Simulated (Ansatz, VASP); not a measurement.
# SiC in VASP and in Ansatz

```
Si C
1.0
     0.00000    2.17439    2.17439
     2.17439    0.00000    2.17439
     2.17439    2.17439    0.00000
Si C
1 1
Direct
  0.25000 0.25000 0.25000
  0.00000 0.00000 0.00000
```

Alike in both runs: functional PBE; dispersion D3(BJ); k mesh 10 × 10 × 10; occupations gaussian, width 0.02 eV; no spin polarisation.

Ansatz relaxed the structure, and its values are those at the end. VASP's run is a single point on that final structure, the one shown.

```csv
,VASP,Ansatz
version,VASP 6.6.1,Ansatz 0.2.0
potentials or method,"VASP PAW PBE potentials, release 64 (Si, C), cutoff 520 eV","scalar-relativistic, plane waves, PAW"
valence electrons in the cell,8,8
```

```csv
,VASP,Ansatz,Ansatz less VASP
gap on the k mesh at the Fermi level (eV),1.35,1.35,+0.003
least direct gap on the mesh (eV),4.55,4.55,+0.004
pressure (GPa),-0.1,0.0,+0.06
```
